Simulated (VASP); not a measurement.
# K (Fd-3m) in VASP: notebook

Runs on K. Level: PBE. Tasks: single point.

Everything below comes from runs of VASP 6.6.1. Logs are shortened: lines on timing, memory, paths and dates and some standing lists are left out, and cuts for length are marked.

### Step 1. The cell of the first run

It takes space group Fd-3m (No. 227, cubic). The conventional cell has a = 9.234 Å, b = 9.234 Å, c = 9.234 Å, α = 90.00°, β = 90.00°, γ = 90.00°. K (site symmetry -43m) has 4 K at 4.00 Å within 5.2 Å.

This isn't the form of K at room conditions, which is bcc.

### Step 2. Single point, PBE (98.41 Å³/atom)

INCAR reads:

```
SYSTEM = K
PREC = Accurate ; ENCUT = 520
EDIFF = 1E-7 ; ISMEAR = -1
SIGMA = 0.1 ; LREAL = .FALSE.
LASPH = .TRUE. ; NELM = 100
ALGO = Normal ; ISIF = 2
LWAVE = .FALSE. ; LCHARG = .FALSE.
GGA = PE ; NBANDS = 16
```

KPOINTS reads:

```
regular mesh
0
G
  9 9 9
  0 0 0
```

POSCAR reads:

```
K
1.0
    0.0000000000      4.6168264646      4.6168264646
    4.6168264646      0.0000000000      4.6168264646
    4.6168264646      4.6168264646      0.0000000000
K
2
Direct
    0.1250000000      0.1250000000      0.1250000000
    0.8750000000      0.8750000000      0.8750000000
```

Potentials or basis: VASP PAW PBE potentials, release 64 (K_sv).

The run is started by

```bash
$ cat potpaw_PBE.64/K_sv/POTCAR > POTCAR
$ mpirun -np 1 vasp_std > vasp.out
```

OUTCAR:

```text
SYSTEM = K
   PREC = Accurate
   ENCUT = 520
   EDIFF = 1E-7
   ISMEAR = -1
   LREAL = .FALSE.
   LASPH = .TRUE.
   NELM = 100
   ISIF = 2
   GGA = PE

 ion  position               nearest neighbor table
   1  0.125  0.125  0.125-
   2  0.875  0.875  0.875-

  LATTYP: Found a face centered cubic cell.
 ALAT       =     9.2336529292

  Lattice vectors:

 A1 = (   0.0000000000,   4.6168264646,   4.6168264646)
 A2 = (   4.6168264646,   0.0000000000,   4.6168264646)
 A3 = (   4.6168264646,   4.6168264646,   0.0000000000)

Analysis of symmetry for initial positions (statically):
=====================================================================
 Subroutine PRICEL returns:
 Original cell was already a primitive cell.

 Routine SETGRP: Setting up the symmetry group for a
 face centered cubic supercell.

 Subroutine GETGRP returns: Found 48 space group operations
 (whereof 12 operations were pure point group operations)
 out of a pool of 48 trial point group operations.

The static configuration has the point symmetry D_3d.
 The point group associated with its full space group is O_h .

Analysis of symmetry for dynamics (positions and initial velocities):
=====================================================================
 Subroutine PRICEL returns:
 Original cell was already a primitive cell.

 Routine SETGRP: Setting up the symmetry group for a
 face centered cubic supercell.

 Subroutine GETGRP returns: Found 48 space group operations
 (whereof 12 operations were pure point group operations)
 out of a pool of 48 trial point group operations.

The dynamic configuration has the point symmetry D_3d.
 The point group associated with its full space group is O_h .

 Subroutine INISYM returns: Found 48 space group operations
 (whereof 12 operations are pure point group operations),
 and found     1 'primitive' translations

----------------------------------------------------------------------------------------

                                     Primitive cell

  volume of cell :     196.8161

  direct lattice vectors                    reciprocal lattice vectors
     0.000000000  4.616826465  4.616826465    -0.108299500  0.108299500  0.108299500
     4.616826465  0.000000000  4.616826465     0.108299500 -0.108299500  0.108299500
     4.616826465  4.616826465  0.000000000     0.108299500  0.108299500 -0.108299500

  length of vectors
     6.529178601  6.529178601  6.529178601     0.187580237  0.187580237  0.187580237

  position of ions in fractional coordinates (direct lattice)
     0.125000000  0.125000000  0.125000000
     0.875000000  0.875000000  0.875000000

  ion indices of the primitive-cell ions
   primitive index   ion index
                 1           1
                 2           2

----------------------------------------------------------------------------------------

 KPOINTS: regular mesh

Automatic generation of k-mesh.
 Grid dimensions read from file:
 generate k-points for:    9    9    9

 Generating k-lattice:

  Cartesian coordinates                     Fractional coordinates (reciprocal lattice)
    -0.012033278  0.012033278  0.012033278     0.111111111  0.000000000  0.000000000
     0.012033278 -0.012033278  0.012033278     0.000000000  0.111111111  0.000000000
     0.012033278  0.012033278 -0.012033278     0.000000000  0.000000000  0.111111111

  Length of vectors
     0.020842249  0.020842249  0.020842249

  Shift w.r.t. Gamma in fractional coordinates (k-lattice)
     0.000000000  0.000000000  0.000000000

 Subroutine IBZKPT returns following result:
 ===========================================

 Found     35 irreducible k-points:

 Following reciprocal coordinates:
            Coordinates               Weight
  0.000000  0.000000  0.000000      1.000000
  0.111111  0.000000  0.000000      8.000000
  0.222222  0.000000  0.000000      8.000000
  0.333333  0.000000  0.000000      8.000000
  0.444444  0.000000  0.000000      8.000000
  0.111111  0.111111  0.000000      6.000000
[... 16 lines left out ...]
 -0.333333  0.333333  0.000000     12.000000
  0.444444  0.444444  0.000000      6.000000
 [... further k-points ...]
   k-points           NKPTS =     35   k-points in BZ     NKDIM =     35   number of bands    NBANDS=     16
   number of dos      NEDOS =    301   number of ions     NIONS =      2
   total plane-waves  NPLWV = 125000
   dimension x,y,z NGX =    50 NGY =   50 NGZ =   50
   dimension x,y,z NGXF=   100 NGYF=  100 NGZF=  100
   ions per type =               2
   NGX,Y,Z   is equivalent  to a cutoff of  12.73, 12.73, 12.73 a.u.
   NGXF,Y,Z  is equivalent  to a cutoff of  25.46, 25.46, 25.46 a.u.
 SYSTEM =  K
   PREC   = accura    normal or accurate (medium, high low for compatibility)
   ISTART =      0    job   : 0-new  1-cont  2-samecut
   ICHARG =      2    charge: 1-file 2-atom 10-const
   ISPIN  =      1    spin polarized calculation?
   LNONCOLLINEAR =      F non collinear calculations
   LSORBIT =      F    spin-orbit coupling
   LASPH  =      T    aspherical Exc in radial PAW
   ENCUT  =  520.0 eV  38.22 Ry    6.18 a.u.  12.14 12.14 12.14*2*pi/ulx,y,z
   NELM   =    100;   NELMIN=  2; NELMDL= -5     # of ELM steps
   EDIFF  = 0.1E-06   stopping-criterion for ELM
   LREAL  =      F    real-space projection
   EDIFFG = 0.1E-05   stopping-criterion for IOM
   NSW    =      0    number of steps for IOM
   IBRION =     -1    ionic relax: 0-MD 1-quasi-New 2-CG
   NFREE  =      0    steps in history (QN), initial steepest desc. (CG)
   ISIF   =      2    stress and relaxation
   ISYM   =      2    0-nonsym 1-usesym 2-fastsym
   POTIM  = 0.5000    time-step for ionic-motion
   TEBEG  =    0.0;   TEEND  =   0.0 temperature during run
   PSTRESS=    0.0 pullay stress
   NELECT =      18.0000    total number of electrons
   NUPDOWN=      -1.0000    fix difference up-down
   EMIN   =  10.00;   EMAX   =-10.00  energy-range for DOS
   EFERMI =   0.00;   METHOD = LEGACY
   ISMEAR =    -1;   SIGMA  =   0.10  broadening in eV -4-tet -1-fermi 0-gaus
   EFERMI_NEDOS =   21; number of points for ismear=-14 and -15
   IALGO  =     38    algorithm
   IMIX   =      4    mixing-type and parameters
     AMIX     =   0.40;   BMIX     =  1.00
     AMIX_MAG =   1.60;   BMIX_MAG =  1.00
  volume/ion in A,a.u.               =      98.41       664.09
  Fermi-wavevector in a.u.,A,eV,Ry     =   0.737585  1.393834  7.402001  0.544032
  Thomas-Fermi vector in A             =   1.831302
   LORBIT       =      0    0 simple, 1 ext, 2 COOP (PROOUT), +10 PAW based schemes
   GGA     = PE    functional components
[... 5 lines left out ...]
 non-spin polarized calculation
  energy-cutoff  :      520.00
  volume of cell :      196.82
 maximum number of plane-waves:      5330
 NGX is ok and might be reduce to    50
   NGX = 25   NGY = 25   NGZ = 25

 number of electron      18.0000002 magnetization

 Free energy of the ion-electron system (eV)
  ---------------------------------------------------
  ext. energy  EPLUGINS =         0.00000000
  ---------------------------------------------------
  free energy    TOTEN  =        -1.51209940 eV

  energy without entropy =       -1.45918111  energy(sigma->0) =       -1.48564025

 E-fermi :  -0.6123     XC(G=0):  -4.9235

 val. band max:       -0.6374775459   @ k =  -0.3333   0.4444   0.2222
 cond. band min:      -0.6069418235   @ k =   0.4444   0.0000   0.0000
 fundamental gap:      0.0305357224
 Fermi energy:        -0.6123275102

 k-point     1 :       0.0000    0.0000    0.0000
  band No.  band energies     occupation
      1     -33.2310      2.00000
      2     -33.2099      2.00000
      3     -16.7442      2.00000
      4     -16.7442      2.00000
      5     -16.7442      2.00000
      6     -16.6604      2.00000
[... 8 lines left out ...]
     15       2.1720      0.00000
     16       2.1720      0.00000

 k-point     2 :       0.1111    0.0000    0.0000
  band No.  band energies     occupation
      1     -33.2306      2.00000
      2     -33.2104      2.00000
      3     -16.7454      2.00000
      4     -16.7454      2.00000
      5     -16.7440      2.00000
      6     -16.6609      2.00000
[... 8 lines left out ...]
     15       2.1556      0.00000
     16       2.2623      0.00000

 k-point     3 :       0.2222    0.0000    0.0000
  band No.  band energies     occupation
      1     -33.2293      2.00000
      2     -33.2117      2.00000
      3     -16.7481      2.00000
      4     -16.7481      2.00000
      5     -16.7433      2.00000
      6     -16.6622      2.00000
[... 8 lines left out ...]
     15       2.1073      0.00000
     16       2.4504      0.00000

 k-point     4 :       0.3333    0.0000    0.0000
  band No.  band energies     occupation
      1     -33.2275      2.00000
      2     -33.2135      2.00000
      3     -16.7511      2.00000
      4     -16.7511      2.00000
      5     -16.7427      2.00000
      6     -16.6637      2.00000
[... 8 lines left out ...]
     15       2.0704      0.00000
     16       2.6669      0.00000
[... 324 lines left out ...]
 k-point    22 :      -0.4444    0.3333    0.0000
  band No.  band energies     occupation
      1     -33.2225      2.00000
      2     -33.2185      2.00000
      3     -16.7631      2.00000
      4     -16.7597      2.00000
      5     -16.7146      2.00000
      6     -16.6921      2.00000
[... 8 lines left out ...]
     15       2.6034      0.00000
     16       3.0147      0.00000

 k-point    23 :      -0.3333    0.3333    0.0000
  band No.  band energies     occupation
      1     -33.2231      2.00000
      2     -33.2178      2.00000
      3     -16.7637      2.00000
      4     -16.7576      2.00000
      5     -16.7192      2.00000
      6     -16.6872      2.00000
[... 8 lines left out ...]
     15       2.4568      0.00000
     16       2.9087      0.00000

 k-point    24 :       0.4444    0.4444    0.0000
  band No.  band energies     occupation
      1     -33.2223      2.00000
      2     -33.2187      2.00000
      3     -16.7617      2.00000
      4     -16.7617      2.00000
      5     -16.7108      2.00000
      6     -16.6963      2.00000
[... 8 lines left out ...]
     15       2.9434      0.00000
     16       2.9434      0.00000

 [... further k-points ...]

------------------------ aborting loop because EDIFF is reached ----------------------------------------

  FORCE on cell =-STRESS in cart. coord.  units (eV):
  Direction    XX          YY          ZZ          XY          YZ          ZX
  --------------------------------------------------------------------------------------
  -------------------------------------------------------------------------------------
  Total        0.2232759      0.2232759      0.2232759      0.0000000      0.0000000      0.0000000
  in kB        1.8175727      1.8175727      1.8175727      0.0000000      0.0000000      0.0000000
  external PRESSURE =       1.8175727 kB  Pullay stress =       0.0000000 kB

 VOLUME and BASIS-vectors are now :
 -----------------------------------------------------------------------------
  energy-cutoff  :      520.00
  volume of cell :      196.82
      direct lattice vectors                 reciprocal lattice vectors
     0.000000000  4.616826465  4.616826465    -0.108299500  0.108299500  0.108299500
     4.616826465  0.000000000  4.616826465     0.108299500 -0.108299500  0.108299500
     4.616826465  4.616826465  0.000000000     0.108299500  0.108299500 -0.108299500

 POSITION                                       TOTAL-FORCE (eV/Angst)
 -----------------------------------------------------------------------------------
      1.15421      1.15421      1.15421         0.000000     -0.000000     -0.000000
      8.07945      8.07945      8.07945        -0.000000      0.000000      0.000000
 -----------------------------------------------------------------------------------
    total drift:                                0.000000      0.000000     -0.000000

  FREE ENERGIE OF THE ION-ELECTRON SYSTEM (eV)
  ---------------------------------------------------
  free  energy   TOTEN  =        -1.5120993999 eV

  energy  without entropy=       -1.4591811072  energy(sigma->0) =       -1.48564025
```

Run time: 4.3 min. Hardware: 1 thread of Intel Xeon 8259CL, shared host; peak memory 0.37 GiB.

What came out:

```
Free energy            : -1.5121 eV
Pressure               : 0.2 GPa
Band gap on the k mesh : zero (bands 9 and 10 overlap by 0.24 eV)
```

### Step 3. Single point, PBE (102.88 Å³/atom)

This run uses another cell than the first one, of 102.88 Å³/atom.

INCAR reads:

```
PREC = Accurate
ENCUT = 520
EDIFF = 1E-7
ISMEAR = -1
SIGMA = 0.1
LREAL = False
LASPH = True
NELM = 100
ALGO = Normal
ISIF = 2
LWAVE = False
LCHARG = False
GGA = PE
NBANDS = 16
```

KPOINTS reads:

```
Automatic mesh
0
Gamma
  9 9 9
```

POSCAR reads:

```
K
1.0
    0.0000000000      4.6857444828      4.6857444828
    4.6857444828      0.0000000000      4.6857444828
    4.6857444828      4.6857444828      0.0000000000
K
2
Direct
    0.1250000000      0.1250000000      0.1250000000
    0.8750000000      0.8750000000      0.8750000000
```

Potentials or basis: VASP PAW PBE potentials, release 64 (K_sv).

The run is started by

```bash
$ cat potpaw_PBE.64/K_sv/POTCAR > POTCAR
$ mpirun -np 1 vasp_std > vasp.out
```

Wall time 4 min (1 thread of Intel Xeon 8259CL, shared host); peak memory 0.37 GiB.

The run converged. Its results:

```
Free energy            : -1.5206 eV
Pressure               : 0.1 GPa
Band gap on the k mesh : zero (bands 9 and 10 overlap by 0.20 eV)
```

Levels at points of the mesh, in eV from the Fermi level:
```tsv
k point	band 7	band 8	band 9	band 10	band 11	band 12
(0.00, 0.00, 0.00)	-16.05	-16.05	-1.76	2.43	2.43	2.43
```
